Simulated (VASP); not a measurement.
Wanted: the native input for a VASP 6.6.1 run.

```
Task                               : single point
Functional                         : HSE06
Potentials or basis                : VASP PAW PBE potentials, release 64 (Rb_sv, Br)
Cutoff                             : 520 eV
k mesh                             : 4 × 4 × 4
Occupations                        : gaussian, width 0.01 eV
Spin                               : no spin polarisation
Dipole correction                  : no
Grid for exact exchange (PRECFOCK) : Normal
Further INCAR settings             : ALGO = Normal; EDIFF = 1e-06; NBANDS = 15
Share of exact exchange            : 0.25
Screening parameter                : 0.2079 1/Å
```

Crystal: RbBr.

```
CELL_PARAMETERS angstrom
4.12793 0.00000 0.00000
0.00000 4.12793 0.00000
0.00000 0.00000 4.12793
ATOMIC_POSITIONS crystal
Rb 0.00000 0.00000 0.00000
Br 0.50000 0.50000 0.50000
```

One way to write it, as run:

POSCAR

```
RbBr
1.0
    4.1279266522      0.0000000000      0.0000000000
    0.0000000000      4.1279266522      0.0000000000
    0.0000000000      0.0000000000      4.1279266522
Rb Br
1 1
Direct
    0.0000000000      0.0000000000      0.0000000000
    0.5000000000      0.5000000000      0.5000000000
```

INCAR.step1

```
PREC     = Accurate       # precision mode
ENCUT    = 520            # plane-wave cutoff, eV
EDIFF    = 1E-5           # SCF threshold, eV
ISMEAR   = 0              # smearing method
SIGMA    = 0.01           # smearing width, eV
LREAL    = F              # projectors in reciprocal space
LASPH    = T              # aspherical terms in the spheres
NELM     = 100            # most SCF steps
ALGO     = Normal         # electronic algorithm
ISIF     = 2              # what is computed and relaxed
LWAVE    = T              # write WAVECAR
LCHARG   = F              # write CHGCAR
GGA      = PE             # functional
NBANDS   = 15             # bands
```

INCAR.step2

```
PREC     = Accurate       # precision mode
ENCUT    = 520            # plane-wave cutoff, eV
EDIFF    = 1E-6           # SCF threshold, eV
ISMEAR   = 0              # smearing method
SIGMA    = 0.01           # smearing width, eV
LREAL    = F              # projectors in reciprocal space
LASPH    = T              # aspherical terms in the spheres
NELM     = 100            # most SCF steps
ALGO     = Normal         # electronic algorithm
ISIF     = 2              # what is computed and relaxed
LWAVE    = F              # write WAVECAR
LCHARG   = F              # write CHGCAR
GGA      = PE             # functional
LHFCALC  = T              # exact exchange
HFSCREEN = 0.2079         # screening, 1/A
PRECFOCK = Normal       
ISTART   = 1            
NBANDS   = 15             # bands
```

KPOINTS

```
regular mesh
0
Gamma
  4 4 4
```

Potentials or basis: VASP PAW PBE potentials, release 64 (Rb_sv, Br).

Run with:

```sh
$ cat potpaw_PBE.64/Rb_sv/POTCAR potpaw_PBE.64/Br/POTCAR > POTCAR
$ cp INCAR.step1 INCAR
$ mpirun -np 1 vasp_std > vasp.out
$ cp INCAR.step2 INCAR
$ mpirun -np 1 vasp_std > vasp.out
```

Results of the run:

```yaml
Pressure: 0.4 GPa
Band_gap_on_the_k_mesh: 5.26 eV (least direct gap 5.42 eV)
```

Caveat: the PAW data sets were made with another functional, which shifts forces and pressure a little.

Wall time 8.1 min on 1 thread of Intel(R) Xeon(R) Platinum 8488C (Sapphire Rapids) (shared host), peak memory 0.29 GiB.
